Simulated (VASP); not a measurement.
# TiTe2 (P-3m1) in VASP: a series of runs, part 2 of 2

VASP 6.6.1. The steps go on from the part before.

### 4 Single point, r2SCAN (30.48 Å³/atom)

This run uses another cell than the first one, of 30.48 Å³/atom.

File POSCAR:

```
TiTe2
1.0
    3.8162047788      0.0000000000      0.0000000000
   -1.9081023894      3.3049302845      0.0000000000
    0.0000000000      0.0000000000      7.2509173267
Ti Te
1 2
Direct
    0.0000000000      0.0000000000      0.0000000000
    0.6666666667      0.3333333333      0.2343069571
    0.3333333333      0.6666666667      0.7656930429
```

File INCAR.step1:

```
PREC = Accurate ; ENCUT = 520
ISMEAR = 0 ; SIGMA = 0.1
LREAL = F ; LASPH = T
NELM = 100 ; NBANDS = 19
GGA = PE ; ALGO = Normal
EDIFF = 1E-4 ; LWAVE = T
LCHARG = F
```

File INCAR.step2:

```
PREC = Accurate ; ENCUT = 520
EDIFF = 1E-6 ; ISMEAR = 0
SIGMA = 0.1 ; LREAL = F
LASPH = T ; NELM = 100
ALGO = Normal ; ISIF = 2
LWAVE = F ; LCHARG = F
METAGGA = R2SCAN ; LMIXTAU = T
NBANDS = 19 ; ISTART = 1
```

File KPOINTS:

```
Automatic mesh
0
Gamma
  12 12 8
```

Potentials or basis: VASP PAW PBE potentials, release 64 (Ti_sv, Te).

Started as:

```sh
$ cat potpaw_PBE.64/Ti_sv/POTCAR potpaw_PBE.64/Te/POTCAR > POTCAR
$ cp INCAR.step1 INCAR
$ mpirun -np 1 vasp_std > vasp.out
$ cp INCAR.step2 INCAR
$ mpirun -np 1 vasp_std > vasp.out
```

OUTCAR:

```text
PREC = Accurate
   ENCUT = 520
   EDIFF = 1E-6
   ISMEAR = 0
   LREAL = F
   LASPH = T
   NELM = 100
   ISIF = 2
   METAGGA = R2SCAN
   ISTART = 1

 ion  position               nearest neighbor table
   1  0.000  0.000  0.000-   2 2.78   3 2.78   2 2.78   3 2.78   2 2.78   3 2.78
   2  0.667  0.333  0.234-   1 2.78   1 2.78   1 2.78
   3  0.333  0.667  0.766-   1 2.78   1 2.78   1 2.78

  LATTYP: Found a hexagonal cell.
 ALAT       =     3.8162047788
 C/A-ratio  =     1.9000336059

  Lattice vectors:

 A1 = (   3.8162047788,   0.0000000000,   0.0000000000)
 A2 = (  -1.9081023894,   3.3049302845,   0.0000000000)
 A3 = (   0.0000000000,   0.0000000000,   7.2509173267)

Analysis of symmetry for initial positions (statically):
=====================================================================
 Subroutine PRICEL returns:
 Original cell was already a primitive cell.

 Routine SETGRP: Setting up the symmetry group for a
 hexagonal supercell.

 Subroutine GETGRP returns: Found 12 space group operations
 (whereof 12 operations were pure point group operations)
 out of a pool of 24 trial point group operations.

The static configuration has the point symmetry D_3d.

Analysis of symmetry for dynamics (positions and initial velocities):
=====================================================================
 Subroutine PRICEL returns:
 Original cell was already a primitive cell.

 Routine SETGRP: Setting up the symmetry group for a
 hexagonal supercell.

 Subroutine GETGRP returns: Found 12 space group operations
 (whereof 12 operations were pure point group operations)
 out of a pool of 24 trial point group operations.

The dynamic configuration has the point symmetry D_3d.

 Subroutine INISYM returns: Found 12 space group operations
 (whereof 12 operations are pure point group operations),
 and found     1 'primitive' translations

----------------------------------------------------------------------------------------

                                     Primitive cell

  volume of cell :      91.4507

  direct lattice vectors                    reciprocal lattice vectors
     3.816204779  0.000000000  0.000000000     0.262040445  0.151289122  0.000000000
    -1.908102389  3.304930285  0.000000000     0.000000000  0.302578243  0.000000000
     0.000000000  0.000000000  7.250917327     0.000000000  0.000000000  0.137913585

  length of vectors
     3.816204779  3.816204779  7.250917327     0.302578243  0.302578243  0.137913585

  position of ions in fractional coordinates (direct lattice)
     0.000000000  0.000000000  0.000000000
     0.666666667  0.333333333  0.234306957
     0.333333333  0.666666667  0.765693043

  ion indices of the primitive-cell ions
   primitive index   ion index
                 1           1
                 2           2
                 3           3

----------------------------------------------------------------------------------------

 KPOINTS: Automatic mesh

Automatic generation of k-mesh.
 Grid dimensions read from file:
 generate k-points for:   12   12    8

 Generating k-lattice:

  Cartesian coordinates                     Fractional coordinates (reciprocal lattice)
     0.021836704  0.012607427  0.000000000     0.083333333  0.000000000  0.000000000
     0.000000000  0.025214854  0.000000000     0.000000000  0.083333333  0.000000000
     0.000000000  0.000000000  0.017239198     0.000000000  0.000000000  0.125000000

  Length of vectors
     0.025214854  0.025214854  0.017239198

  Shift w.r.t. Gamma in fractional coordinates (k-lattice)
     0.000000000  0.000000000  0.000000000

 Subroutine IBZKPT returns following result:
 ===========================================

 Found    131 irreducible k-points:

 Following reciprocal coordinates:
            Coordinates               Weight
  0.000000  0.000000  0.000000      1.000000
  0.083333  0.000000  0.000000      6.000000
  0.166667  0.000000  0.000000      6.000000
  0.250000  0.000000  0.000000      6.000000
  0.333333  0.000000  0.000000      6.000000
  0.416667  0.000000  0.000000      6.000000
[... 16 lines left out ...]
  0.166667  0.000000  0.125000      6.000000
  0.000000  0.166667  0.125000      6.000000
 [... further k-points ...]
   k-points           NKPTS =    131   k-points in BZ     NKDIM =    131   number of bands    NBANDS=     19
   number of dos      NEDOS =    301   number of ions     NIONS =      3
   total plane-waves  NPLWV =  42336
   dimension x,y,z NGX =    28 NGY =   28 NGZ =   54
   dimension x,y,z NGXF=    56 NGYF=   56 NGZF=  108
   ions per type =               1   2
   NGX,Y,Z   is equivalent  to a cutoff of  12.20, 12.20, 12.38 a.u.
   NGXF,Y,Z  is equivalent  to a cutoff of  24.40, 24.40, 24.76 a.u.
 SYSTEM =  unknown system
   PREC   = accura    normal or accurate (medium, high low for compatibility)
   ISTART =      1    job   : 0-new  1-cont  2-samecut
   ICHARG =      0    charge: 1-file 2-atom 10-const
   ISPIN  =      1    spin polarized calculation?
   LNONCOLLINEAR =      F non collinear calculations
   LSORBIT =      F    spin-orbit coupling
   LASPH  =      T    aspherical Exc in radial PAW
   ENCUT  =  520.0 eV  38.22 Ry    6.18 a.u.   7.10  7.10 13.48*2*pi/ulx,y,z
   NELM   =    100;   NELMIN=  2; NELMDL=  0     # of ELM steps
   EDIFF  = 0.1E-05   stopping-criterion for ELM
   LREAL  =      F    real-space projection
   EDIFFG = 0.1E-04   stopping-criterion for IOM
   NSW    =      0    number of steps for IOM
   IBRION =     -1    ionic relax: 0-MD 1-quasi-New 2-CG
   NFREE  =      0    steps in history (QN), initial steepest desc. (CG)
   ISIF   =      2    stress and relaxation
   ISYM   =      2    0-nonsym 1-usesym 2-fastsym
   POTIM  = 0.5000    time-step for ionic-motion
   TEBEG  =    0.0;   TEEND  =   0.0 temperature during run
   PSTRESS=    0.0 pullay stress
   NELECT =      24.0000    total number of electrons
   NUPDOWN=      -1.0000    fix difference up-down
   EMIN   =  10.00;   EMAX   =-10.00  energy-range for DOS
   EFERMI =   0.00;   METHOD = LEGACY
   ISMEAR =     0;   SIGMA  =   0.10  broadening in eV -4-tet -1-fermi 0-gaus
   EFERMI_NEDOS =   21; number of points for ismear=-14 and -15
   IALGO  =     38    algorithm
   IMIX   =      4    mixing-type and parameters
     AMIX     =   0.40;   BMIX     =  1.00
     AMIX_MAG =   1.60;   BMIX_MAG =  1.00
  volume/ion in A,a.u.               =      30.48       205.71
  Fermi-wavevector in a.u.,A,eV,Ry     =   1.048133  1.980684 14.947118  1.098582
  Thomas-Fermi vector in A             =   2.183042
   LORBIT       =      0    0 simple, 1 ext, 2 COOP (PROOUT), +10 PAW based schemes
   METAGGA = R2SCAN    functional components
   LHFCALC =     F    Hartree Fock is set to
   AEXX    =    0.0000 exact exchange contribution
   IVDW    =     0    specifies the selected vdW correction
   LEPSILON=     F    determine dielectric tensor
   LRPA    =     F    only Hartree local field effects (RPA)
 non-spin polarized calculation
 Gauss-broadening in eV      SIGMA  =   0.10
  energy-cutoff  :      520.00
  volume of cell :       91.45
 maximum number of plane-waves:      2492
   NGX = 15   NGY = 15   NGZ = 27

 number of electron      23.9999999 magnetization

 Free energy of the ion-electron system (eV)
  ---------------------------------------------------
  ext. energy  EPLUGINS =         0.00000000
  ---------------------------------------------------
  free energy    TOTEN  =       -66.28356908 eV

  energy without entropy =      -66.27761168  energy(sigma->0) =      -66.28059038

 E-fermi :   5.3192     XC(G=0):  -9.5643

 val. band max:        5.3115802031   @ k =   0.0000   0.4167   0.3750
 cond. band min:       5.3299038363   @ k =   0.3333   0.0000   0.2500
 fundamental gap:      0.0183236332
 Fermi energy:         5.3192351618

 k-point     1 :       0.0000    0.0000    0.0000
  band No.  band energies     occupation
      1     -54.8325      2.00000
      2     -30.0341      2.00000
      3     -30.0341      2.00000
      4     -29.9924      2.00000
      5      -7.2875      2.00000
      6      -6.1674      2.00000
[... 11 lines left out ...]
     18      11.0017      0.00000
     19      11.0613      0.00000
[... 485 lines left out ...]
 k-point    24 :       0.0000    0.1667    0.1250
  band No.  band energies     occupation
      1     -54.8319      2.00000
      2     -30.0437      2.00000
      3     -30.0363      2.00000
      4     -29.9902      2.00000
      5      -6.9720      2.00000
      6      -6.0259      2.00000
[... 11 lines left out ...]
     18      11.7162      0.00000
     19      11.9833      0.00000

 [... further k-points ...]

------------------------ aborting loop because EDIFF is reached ----------------------------------------

  FORCE on cell =-STRESS in cart. coord.  units (eV):
  Direction    XX          YY          ZZ          XY          YZ          ZX
  --------------------------------------------------------------------------------------
  -------------------------------------------------------------------------------------
  Total       -0.2829310     -0.2829310     -0.2959961      0.0000000      0.0000000      0.0000000
  in kB       -4.9568321     -4.9568321     -5.1857277      0.0000000      0.0000000      0.0000000
  external PRESSURE =      -5.0331307 kB  Pullay stress =       0.0000000 kB

 VOLUME and BASIS-vectors are now :
 -----------------------------------------------------------------------------
  energy-cutoff  :      520.00
  volume of cell :       91.45
      direct lattice vectors                 reciprocal lattice vectors
     3.816204779  0.000000000  0.000000000     0.262040445  0.151289122  0.000000000
    -1.908102389  3.304930285  0.000000000     0.000000000  0.302578243  0.000000000
     0.000000000  0.000000000  7.250917327     0.000000000  0.000000000  0.137913585

 POSITION                                       TOTAL-FORCE (eV/Angst)
 -----------------------------------------------------------------------------------
      0.00000      0.00000      0.00000        -0.000000      0.000000      0.000000
      1.90810      1.10164      1.69894         0.000000     -0.000000      0.016753
     -0.00000      2.20329      5.55198        -0.000000      0.000000     -0.016753
 -----------------------------------------------------------------------------------
    total drift:                               -0.000000     -0.000000      0.000000

  FREE ENERGIE OF THE ION-ELECTRON SYSTEM (eV)
  ---------------------------------------------------
  free  energy   TOTEN  =       -66.2835690783 eV

  energy  without entropy=      -66.2776116793  energy(sigma->0) =      -66.28059038
```

It took 5.7 min on 1 thread of Intel Xeon 6975P-C (Granite Rapids), shared host; peak memory 0.36 GiB.

What came out:

| Quantity | Value |
| --- | --- |
| Free energy | -66.2836 eV |
| Pressure | -0.5 GPa |
| Largest force | 0.017 eV/Å |
| Band gap on the k mesh | zero (bands 12 and 13 overlap by 0.48 eV) |

Forces on the atoms (eV/Å):
```
Ti   0.000  0.000  0.000
Te   0.000  0.000  0.017
Te   0.000  0.000 -0.017
```

Caveat: the PAW data sets were made with another functional, which shifts forces and pressure a little; spin-orbit coupling is left out, which moves the levels of the heavy elements.

### 5 Relaxation of shape and atoms at fixed volume, r2SCAN (30.48 Å³/atom)

This run uses another cell than the first one, of 30.48 Å³/atom.

File POSCAR:

```
TiTe2
1.0
    3.8485204155      0.0000000000      0.0000000000
   -1.9242602077      3.3329164468      0.0000000000
    0.0000000000      0.0000000000      7.1296581348
Ti Te
1 2
Direct
    0.0000000000      0.0000000000      0.0000000000
    0.6666666667      0.3333333333      0.2403637601
    0.3333333333      0.6666666667      0.7596362399
```

File INCAR.step1:

```
PREC = Accurate
ENCUT = 600
ISMEAR = 0
SIGMA = 0.1
LREAL = F
LASPH = T
NELM = 100
GGA = PE
ALGO = Normal
EDIFF = 1E-4
LWAVE = T
LCHARG = F
KPAR = 4
```

File INCAR.step2:

```
PREC = Accurate
ENCUT = 600
EDIFF = 1E-7
ISMEAR = 0
SIGMA = 0.1
LREAL = F
LASPH = T
NELM = 100
ALGO = Normal
ISIF = 4
LWAVE = F
LCHARG = F
METAGGA = R2SCAN
LMIXTAU = T
IBRION = 2
NSW = 50
EDIFFG = -0.01
ISTART = 1
KPAR = 4
```

KPOINTS is that of step 4.

Started as:

```sh
$ cat potpaw_PBE.64/Ti_sv/POTCAR potpaw_PBE.64/Te/POTCAR > POTCAR
$ cp INCAR.step1 INCAR
$ mpirun -np 4 vasp_std > vasp.out
$ cp INCAR.step2 INCAR
$ mpirun -np 4 vasp_std > vasp.out
```

Run time: 21 min. Hardware: 4 MPI ranks of Oxide Virtual Turin-like, shared host; peak memory 0.42 GiB.

The run converged. Its results:

```
Free energy                  : -66.2848 eV
Energy gained by relaxing    : 3.2 meV/atom
Ionic steps                  : 5
Pressure after relaxing      : -0.6 GPa
Largest force after relaxing : 0.007 eV/Å
Band gap on the k mesh       : zero (bands 12 and 13 overlap by 0.47 eV)
```

Forces in eV/Å, atoms in the order of the input:
```
Ti   0.000  0.000  0.000
Te   0.000  0.000  0.007
Te   0.000  0.000 -0.007
```

The path:
```csv
step,energy change (eV),largest force (eV/Å),pressure (GPa),volume (Å³)
1,0.0000,0.2409,-1.85,91.45
2,-0.0044,0.1395,-1.48,91.45
3,-0.0065,0.0045,-0.98,91.45
4,-0.0080,0.0006,-0.86,91.45
5,-0.0095,0.0072,-0.57,91.45
```

Final structure:
```
Ti Te
1.0
     3.81916    0.00000    0.00000
    -1.90958    3.30749    0.00000
     0.00000    0.00000    7.23970
Ti Te
1 2
Direct
  0.00000 0.00000 0.00000
  0.66667 0.33333 0.23463
  0.33333 0.66667 0.76537
```

Levels at points of the mesh, in eV from the Fermi level:
| k point | band 8 | band 9 | band 10 | band 11 | band 12 | band 13 | band 14 | band 15 | band 16 |
| --- | --- | --- | --- | --- | --- | --- | --- | --- | --- |
| (0.00, 0.00, 0.00) | -1.94 | -1.94 | -0.47 | 0.35 | 0.35 | 0.50 | 0.83 | 0.83 | 3.22 |
| (0.50, 0.00, 0.00) | -4.02 | -2.48 | -2.35 | -2.10 | -1.12 | 0.04 | 1.11 | 1.48 | 2.61 |
| (0.00, 0.00, 0.50) | -2.20 | -1.93 | -1.93 | 0.35 | 0.35 | 0.75 | 0.75 | 0.92 | 3.34 |
| (0.50, 0.00, 0.50) | -4.32 | -2.53 | -2.17 | -1.59 | -0.98 | -0.12 | 1.11 | 1.46 | 2.82 |

Caveat: the PAW data sets were made with another functional, which shifts forces and pressure a little; spin-orbit coupling is left out, which moves the levels of the heavy elements.

### 6 Overview

| task | cell | cutoff (eV) | gap on the mesh (eV) | pressure (GPa) | largest force (eV/Å) |
| --- | --- | --- | --- | --- | --- |
| single point | a = 3.800, b = 3.800, c = 6.898 Å, angles 90.0, 90.0, 120.0°, 3 atoms, atomic positions A | 520 | none | 0.1 | 0.02 |
| single point | a = 3.812, b = 3.812, c = 7.062 Å, angles 90.0, 90.0, 120.0°, 3 atoms, atomic positions B | 520 | none | -0.3 | 0.03 |
| single point | a = 3.816, b = 3.816, c = 7.251 Å, angles 90.0, 90.0, 120.0°, 3 atoms, atomic positions C | 520 | none | -0.5 | 0.02 |
| relaxation of shape and atoms at fixed volume | relaxed from a = 3.849, b = 3.849, c = 7.130 Å, angles 90.0, 90.0, 120.0°, 3 atoms, atomic positions B | 600 | none | -0.6 | 0.01 |

Alike in all rows: level r2SCAN; potentials or basis VASP PAW PBE potentials, release 64 (Ti_sv, Te); no spin polarisation; k mesh 12 × 12 × 8; smearing gaussian 0.1 eV.

Caveats: the PAW data sets were made with another functional, which shifts forces and pressure a little; spin-orbit coupling is left out, which moves the levels of the heavy elements.

Absolute energies hang on the potentials; compare differences alone.
